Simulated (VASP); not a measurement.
# TiSi2 (Immm) in VASP: notebook, part 3 of 3

VASP 6.6.1. The steps go on from the part before.

## Step 5: Single point, LDA

This run uses another cell than the first one, of 13.60 Å³/atom, 1.021 times its volume.

INCAR

```
SYSTEM = TiSi2
ALGO = Normal
EDIFF = 1E-6
ENCUT = 520
GGA = CA
ISIF = 2
ISMEAR = -1
LASPH = .True.
LCHARG = .False.
LREAL = .False.
LWAVE = .False.
NBANDS = 17
NELM = 80
PREC = Accurate
SIGMA = 0.05
```

KPOINTS

```
k-points
0
Gamma
  12 12 12
  0 0 0
```

POSCAR

```
TiSi2
1.0
   -1.4529658841      1.6889902715      4.1551559811
    1.4529658841     -1.6889902715      4.1551559811
    1.4529658841      1.6889902715     -4.1551559811
Ti Si
1 2
Direct
    0.0000000000      0.0000000000      0.0000000000
    0.6700780000      0.6700780000      0.0000000000
    0.3299220000      0.3299220000      0.0000000000
```

Potentials or basis: VASP PAW LDA potentials, release 64 (Ti_sv, Si).

Started as:

```sh
> cat potpaw_LDA.64/Ti_sv/POTCAR potpaw_LDA.64/Si/POTCAR > POTCAR
> mpirun -np 1 vasp_std > vasp.out
```

OUTCAR:

```text
SYSTEM = TiSi2
   EDIFF = 1E-6
   ENCUT = 520
   GGA = CA
   ISIF = 2
   ISMEAR = -1
   LASPH = .True.
   LREAL = .False.
   NELM = 80
   PREC = Accurate

 ion  position               nearest neighbor table
   1  0.000  0.000  0.000-   2 2.64   2 2.64   2 2.64   3 2.64   2 2.64   3 2.64   3 2.64   3 2.64
                             2 2.74   3 2.74
   2  0.670  0.670  0.000-   3 2.59   3 2.59   3 2.59   3 2.59   1 2.64   1 2.64   1 2.64   1 2.64
                             1 2.74   3 2.83
   3  0.330  0.330  0.000-   2 2.59   2 2.59   2 2.59   2 2.59   1 2.64   1 2.64   1 2.64   1 2.64
                             1 2.74   2 2.83

  LATTYP: Found a body centered orthorhombic cell.
 ALAT       =     2.9059317682
 B/A-ratio  =     1.1624431723
 C/A-ratio  =     2.8597753234

  Lattice vectors:

 A1 = (  -1.4529658841,   1.6889902715,   4.1551559811)
 A2 = (   1.4529658841,  -1.6889902715,   4.1551559811)
 A3 = (   1.4529658841,   1.6889902715,  -4.1551559811)

Analysis of symmetry for initial positions (statically):
=====================================================================
 Subroutine PRICEL returns:
 Original cell was already a primitive cell.
[... 172 lines left out ...]

 val. band max:       10.3717345097   @ k =   0.5000   0.5000   0.4167
 cond. band min:      10.3850195118   @ k =  -0.2500  -0.4167   0.0833
 fundamental gap:      0.0132850020
 Fermi energy:        10.3826684900

 k-point     1 :       0.0000    0.0000    0.0000
  band No.  band energies     occupation
      1     -45.0542      2.00000
      2     -21.7897      2.00000
      3     -21.7577      2.00000
      4     -21.4818      2.00000
      5      -2.3692      2.00000
      6       5.5339      2.00000
[... 457 lines left out ...]
      4     -21.5762      2.00000
      5      -0.1136      2.00000
      6       3.1897      2.00000
[... 9 lines left out ...]
     16      15.8629      0.00000
     17      18.4465      0.00000

 [... further k-points ...]

------------------------ aborting loop because EDIFF is reached ----------------------------------------

  FORCE on cell =-STRESS in cart. coord.  units (eV):
  Direction    XX          YY          ZZ          XY          YZ          ZX
  --------------------------------------------------------------------------------------
  -------------------------------------------------------------------------------------
  Total       -0.0945502     -0.1716162     -0.3152759      0.0000000      0.0000000      0.0000000
  in kB       -3.7140113     -6.7412276    -12.3843013      0.0000000      0.0000000      0.0000000
  external PRESSURE =      -7.6131800 kB  Pullay stress =       0.0000000 kB

 VOLUME and BASIS-vectors are now :
 -----------------------------------------------------------------------------
  energy-cutoff  :      520.00
  volume of cell :       40.79
      direct lattice vectors                 reciprocal lattice vectors
    -1.452965884  1.688990272  4.155155981     0.000000000  0.296034861  0.120332426
     1.452965884 -1.688990272  4.155155981     0.344123703  0.000000000  0.120332426
     1.452965884  1.688990272 -4.155155981     0.344123703  0.296034861  0.000000000

 POSITION                                       TOTAL-FORCE (eV/Angst)
 -----------------------------------------------------------------------------------
      0.00000      0.00000      0.00000        -0.000000     -0.000000      0.000000
      0.00000      0.00000      5.56856        -0.000000      0.000000     -0.081622
      0.00000      0.00000      2.74175         0.000000     -0.000000      0.081622
 -----------------------------------------------------------------------------------
    total drift:                               -0.000000      0.000000     -0.000000

  FREE ENERGIE OF THE ION-ELECTRON SYSTEM (eV)
  ---------------------------------------------------
  free  energy   TOTEN  =       -21.9546877279 eV

  energy  without entropy=      -21.9438747266  energy(sigma->0) =      -21.94928123
```

OSZICAR:

```text
N       E                     dE             d eps       ncg     rms          rms(c)
DAV:   1     0.130711713840E+03    0.13071E+03   -0.96174E+03  9520   0.122E+03
DAV:   2    -0.147098037152E+02   -0.14542E+03   -0.14165E+03  9725   0.317E+02
DAV:   3    -0.234074293748E+02   -0.86976E+01   -0.85072E+01 14161   0.715E+01
DAV:   4    -0.236617873809E+02   -0.25436E+00   -0.25356E+00 11938   0.111E+01
DAV:   5    -0.236701481742E+02   -0.83608E-02   -0.83593E-02 14762   0.188E+00    0.128E+01
DAV:   6    -0.223547547349E+02    0.13154E+01   -0.14512E+01 12406   0.334E+01    0.512E+00
DAV:   7    -0.220035091720E+02    0.35125E+00   -0.29793E+00 12158   0.147E+01    0.370E+00
DAV:   8    -0.219654396555E+02    0.38070E-01   -0.42549E-01 11493   0.571E+00    0.994E-01
DAV:   9    -0.219556057476E+02    0.98339E-02   -0.11719E-01 11321   0.339E+00    0.422E-01
DAV:  10    -0.219547214311E+02    0.88432E-03   -0.50547E-03 12140   0.558E-01    0.160E-01
DAV:  11    -0.219547575268E+02   -0.36096E-04   -0.25487E-03 13016   0.406E-01    0.116E-01
DAV:  12    -0.219546889277E+02    0.68599E-04   -0.50320E-04 11583   0.225E-01    0.146E-02
DAV:  13    -0.219546882463E+02    0.68139E-06   -0.11662E-05 11327   0.338E-02    0.151E-02
DAV:  14    -0.219546877279E+02    0.51845E-06   -0.27680E-06 10419   0.160E-02
   1 F= -.21954688E+02 E0= -.21949281E+02  d E =-.108130E-01
```

Wall time 3.5 min (1 thread of Intel Xeon Platinum 8259CL at 2.50GHz (Skylake/Cascade Lake), shared host); peak memory 0.31 GiB.

Results:

* Free energy: -21.9547 eV
* Pressure: -0.8 GPa
* Largest force: 0.082 eV/Å
* Band gap on the k mesh: zero (band 10 reaches 11.76 eV, above the bottom of band 11 at 9.37 eV)

Forces in eV/Å, atoms in the order of the input:
```
Ti   0.000  0.000  0.000
Si   0.000  0.000 -0.082
Si   0.000  0.000  0.082
```

Stress tensor (GPa, compression positive):
```
-0.37  0.00  0.00
 0.00 -0.67  0.00
 0.00  0.00 -1.24
```

Levels at points of the mesh, in eV from the Fermi level:
```tsv
k point	band 6	band 7	band 8	band 9	band 10	band 11	band 12	band 13	band 14	band 15
(0.00, 0.00, 0.00)	-4.85	-4.06	-2.20	-0.67	0.78	2.16	2.49	3.32	3.96	4.26
(0.50, 0.00, 0.00)	-9.25	-4.34	-3.77	-0.72	0.98	2.10	2.69	3.71	4.19	5.68
(0.00, 0.50, 0.00)	-8.24	-3.59	-3.42	-0.98	-0.48	0.98	2.89	3.54	4.19	4.50
(0.50, 0.50, 0.00)	-5.42	-5.12	-4.60	-2.95	-1.37	-0.54	2.92	3.04	3.24	3.69
(0.50, 0.50, 0.50)	-8.92	-1.33	-1.26	-0.39	0.45	2.04	2.55	2.60	3.86	4.04
```

## Step 6: Single point, PBEsol

This run uses another cell than the first one, of 13.60 Å³/atom, 1.021 times its volume.

INCAR

```
SYSTEM = TiSi2
PREC = Accurate ; ENCUT = 520
EDIFF = 1E-6 ; ISMEAR = -1
SIGMA = 0.05 ; LREAL = .False.
LASPH = .True. ; NELM = 80
ALGO = Normal ; ISIF = 2
LWAVE = .False. ; LCHARG = .False.
GGA = PS ; NBANDS = 17
```

KPOINTS

```
Automatic mesh
0
Gamma
  12 12 12
  0 0 0
```

POSCAR is that of step 5.

Potentials or basis: VASP PAW PBE potentials, release 64 (Ti_sv, Si).

Started as:

```sh
> cat potpaw_PBE.64/Ti_sv/POTCAR potpaw_PBE.64/Si/POTCAR > POTCAR
> mpirun -np 1 vasp_std > vasp.out
```

Run time: 3.7 min. Hardware: 1 thread of Intel Xeon Platinum 8259CL at 2.50GHz (Skylake/Cascade Lake), shared host; peak memory 0.34 GiB.

The run converged. Its results:

```
Free energy            : -21.3405 eV
Pressure               : 2.4 GPa
Largest force          : 0.040 eV/Å
Band gap on the k mesh : zero (band 10 reaches 11.82 eV, above the bottom of band 11 at 9.37 eV)
```

Forces in eV/Å, atoms in the order of the input:
```
Ti   0.000  0.000  0.000
Si   0.000  0.000 -0.040
Si   0.000  0.000  0.040
```

Stress tensor (GPa, compression positive):
```
2.71 0.00 0.00
0.00 2.58 0.00
0.00 0.00 2.03
```

Levels at points of the mesh, in eV from the Fermi level:
```
           k point  band 8  band 9  band 10  band 11  band 12  band 13
(0.00, 0.00, 0.00)   -2.21   -0.68     0.81     2.12     2.53     3.29
(0.50, 0.00, 0.00)   -3.81   -0.72     1.00     2.13     2.72     3.74
(0.00, 0.50, 0.00)   -3.45   -0.98    -0.48     0.99     2.89     3.58
(0.50, 0.50, 0.00)   -4.60   -2.98    -1.38    -0.62     2.93     3.08
(0.50, 0.50, 0.50)   -1.29   -0.40     0.47     2.07     2.59     2.61
```

Caveat: the PAW data sets were made with another functional, which shifts forces and pressure a little.

## Step 7: The runs side by side

| level | potentials or basis | cell | gap on the mesh (eV) | pressure (GPa) | largest force (eV/Å) |
| --- | --- | --- | --- | --- | --- |
| LDA | VASP PAW LDA potentials, release 64 (Ti_sv, Si) | a = 4.682 Å, angles 144.1, 138.0, 56.4°, 3 atoms | none | 2.6 | 0.07 |
| PBEsol | VASP PAW PBE potentials, release 64 (Ti_sv, Si) | a = 4.682 Å, angles 144.1, 138.0, 56.4°, 3 atoms | none | 5.9 | 0.03 |
| PBE+D3(BJ) | VASP PAW PBE potentials, release 64 (Ti_sv, Si) | a = 4.707 Å, angles 144.0, 137.9, 56.5°, 3 atoms | none | -0.1 | - |
| LDA | VASP PAW LDA potentials, release 64 (Ti_sv, Si) | a = 4.715 Å, angles 144.1, 138.0, 56.4°, 3 atoms | none | -0.8 | 0.08 |
| PBEsol | VASP PAW PBE potentials, release 64 (Ti_sv, Si) | a = 4.715 Å, angles 144.1, 138.0, 56.4°, 3 atoms | none | 2.4 | 0.04 |

Alike in all rows: task single point; no spin polarisation; k mesh 12 × 12 × 12; cutoff (eV) 520; smearing fermi-dirac 0.05 eV.

Caveats: the PAW data sets were made with another functional, which shifts forces and pressure a little (some runs); pairwise dispersion overbinds metals, which lowers pressure and volume (some runs).

Absolute energies hang on the potentials; compare differences alone.
